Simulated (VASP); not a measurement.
## Au: single point with RPBE

The system is Au.

```
CELL_PARAMETERS angstrom
2.88607 0.00000 0.00000
0.00000 2.88607 0.00000
0.00000 0.00000 2.88607
ATOMIC_POSITIONS crystal
Au 0.00000 0.00000 0.00000
```

This cell differs from its parent crystal: volume scaled by 1.12.

```json
{
 "Program": "VASP 6.6.1",
 "Task": "single point",
 "Functional": "RPBE",
 "Potentials or basis": "VASP PAW PBE potentials, release 64 (Au)",
 "Cutoff": "520 eV",
 "k mesh": "13 × 13 × 13",
 "Occupations": "fermi-dirac, width 0.1 eV",
 "Spin": "no spin polarisation",
 "Dipole correction": "no",
 "Further INCAR settings": "ALGO = Normal; EDIFF = 1e-06; NBANDS = 12"
}
```

The pressure is -7.3 GPa.

Levels at points of the mesh, in eV from the Fermi level:
```
           k point  band 3  band 4  band 5  band 6  band 7  band 8  band 9  band 10
(0.00, 0.00, 0.00)   -4.76   -1.53   -1.53   -1.53   13.01   13.01   13.01    17.16
```

It took 7.7 s on 1 thread of Intel(R) Xeon(R) Platinum 8488C (Sapphire Rapids), on a shared host, peak memory 0.15 GiB.

Caveat: the PAW data sets were made with another functional, which shifts forces and pressure a little; spin-orbit coupling is left out, which moves the levels of the heavy elements.
